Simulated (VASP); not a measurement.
## La3Pb: relaxation of cell and atoms with LDA

The system is La3Pb.

```
La Pb
1.0
     5.07332    0.00000    0.00000
     0.00000    5.07332    0.00000
     0.00000    0.00000    5.07332
La Pb
3 1
Cartesian
  2.5367 2.5367 0.0000
  0.0000 2.5367 2.5367
  2.5367 0.0000 2.5367
  0.0000 0.0000 0.0000
```

```
Program                : VASP 6.6.1
Task                   : relaxation of cell and atoms
Functional             : LDA
Potentials or basis    : VASP PAW LDA potentials, release 64 (La, Pb_d)
Cutoff                 : 600 eV
k mesh                 : 4 × 4 × 4
Occupations            : methfessel-paxton, width 0.05 eV
Spin                   : no spin polarisation
Dipole correction      : no
Further INCAR settings : ALGO = Normal; EDIFF = 1e-07; IBRION = 2; EDIFFG = -0.01; NSW = 50; ISIF = 3
```

```yaml
Relaxed_volume: 29.69 Å³/atom
Relaxed_cell: a = 4.916 Å, b = 4.916 Å, c = 4.916 Å, α = 90.00°, β = 90.00°, γ = 90.00°
Space_group_after_relaxing_to_0.05_Å: Pm-3m (No. 221)
Energy_gained_by_relaxing: 40.0 meV/atom
Ionic_steps: 3
Pressure_after_relaxing: 0.0 GPa
```

The path:
```tsv
step	energy change (eV)	largest force (eV/Å)	pressure (GPa)	volume (Å³)
1	0.0000	0.0000	-4.03	130.58
2	-0.1465	0.0000	1.45	115.68
3	-0.1601	0.0000	0.01	118.78
```

Final structure:
```yaml
crystal:
  lattice:
    - [4.91559, 0.00000, 0.00000]
    - [0.00000, 4.91559, 0.00000]
    - [0.00000, 0.00000, 4.91559]
  atoms:
    - { symbol: La, position: [0.50000, 0.50000, 0.00000] }
    - { symbol: La, position: [0.00000, 0.50000, 0.50000] }
    - { symbol: La, position: [0.50000, 0.00000, 0.50000] }
    - { symbol: Pb, position: [0.00000, 0.00000, 0.00000] }
```

Levels at points of the mesh, in eV from the Fermi level:
```
           k point  band 22  band 23  band 24  band 25  band 26  band 27
(0.00, 0.00, 0.00)    -1.04    -1.04    -1.04     0.10     0.10     0.10
(0.50, 0.00, 0.00)    -1.12    -0.73     0.55     0.97     1.13     1.29
(0.50, 0.50, 0.00)    -0.15    -0.15     0.42     0.77     1.11     1.11
(0.50, 0.50, 0.50)    -0.38    -0.38    -0.38     1.28     1.38     1.38
```

Run time: 3 min on 1 thread of Intel(R) Xeon(R) 6975P-C (Granite Rapids), with other jobs on the host, peak memory 0.25 GiB.

Caveat: spin-orbit coupling is left out, which moves the levels of the heavy elements.
